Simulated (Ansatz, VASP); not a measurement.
# One calculation of NaHfO, two programs

```
Na Hf O
1.0
     3.49484    0.00000    0.00000
     0.00000    3.49484    0.00000
     0.00000    0.00000    4.14585
Na Hf O
1 1 1
Direct
  0.00000 0.00000 0.00000
  0.50000 0.50000 0.50000
  0.50000 0.50000 0.00000
```

Change from the starting cell: species swapped into the YCoC type (P4/mmm, No. 123).

Alike in both runs: functional PBE; k mesh 14 × 14 × 12; occupations gaussian, width 0.1 eV; no spin polarisation.

Ansatz relaxed the structure, and its values are those at the end. VASP's run is a single point on that final structure, the one shown.

|  | VASP | Ansatz |
| --- | --- | --- |
| version | VASP 6.6.1 | Ansatz 0.2.0 |
| potentials or method | VASP PAW PBE potentials, release 64 (Na_pv, Hf_pv, O), cutoff 520 eV | scalar-relativistic, plane waves, PAW |
| valence electrons in the cell | 23 | 41 |

```csv
,VASP,Ansatz,Ansatz less VASP
gap on the k mesh at the Fermi level (eV),none,none,-
pressure (GPa),-0.6,0.0,+0.65
```

A gap of «none» marks a metal or a gap that the smearing closes. VASP's potentials hold 23 valence electrons a cell and Ansatz's 41, so a difference there can come from the potentials and not from the codes.

Spin-orbit coupling is off throughout.
